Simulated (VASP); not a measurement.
AlRu, 2 atoms in the cell. Symmetry: P4/mmm, No. 123, tetragonal system. Conventional cell: a = 3.022 Å, b = 3.022 Å, c = 2.992 Å, α = 90.00°, β = 90.00°, γ = 90.00°. Al (site symmetry 4/mmm) has 8 Ru at 2.61 Å and 6 Al at 2.99 to 3.02 Å within 3.4 Å. Ru (site symmetry 4/mmm) has 8 Al at 2.61 Å and 6 Ru at 2.99 to 3.02 Å within 3.4 Å.  This cell differs from its parent crystal: equal xx and yy strain of +1 %.

```yaml
Program: VASP 6.6.1
Task: single point
Functional: PBEsol
Potentials_or_basis: VASP PAW PBE potentials, release 64 (Al, Ru_pv)
Cutoff: 520 eV
k_mesh: 12 × 12 × 12
Occupations: fermi-dirac, width 0.05 eV
Spin: no spin polarisation
Dipole_correction: no
Further_INCAR_settings: ALGO = Normal; EDIFF = 1e-06; NBANDS = 16
```

Potentials or basis: VASP PAW PBE potentials, release 64 (Al, Ru_pv).

Launch:

```bash
$ cat potpaw_PBE.64/Al/POTCAR potpaw_PBE.64/Ru_pv/POTCAR > POTCAR
$ mpirun -np 1 vasp_std > vasp.out
```

Hardware: 1 thread of Intel(R) Xeon(R) Platinum 8259CL CPU @ 2.50GHz (Skylake/Cascade Lake), on a shared host.

**Question.** Estimate the wall time of this run.

**Answer.** Run time: 48 s on 1 thread of Intel(R) Xeon(R) Platinum 8259CL CPU @ 2.50GHz (Skylake/Cascade Lake), with other jobs on the host, peak memory 0.2 GiB. Counts: scf iterations 12, k points 196.
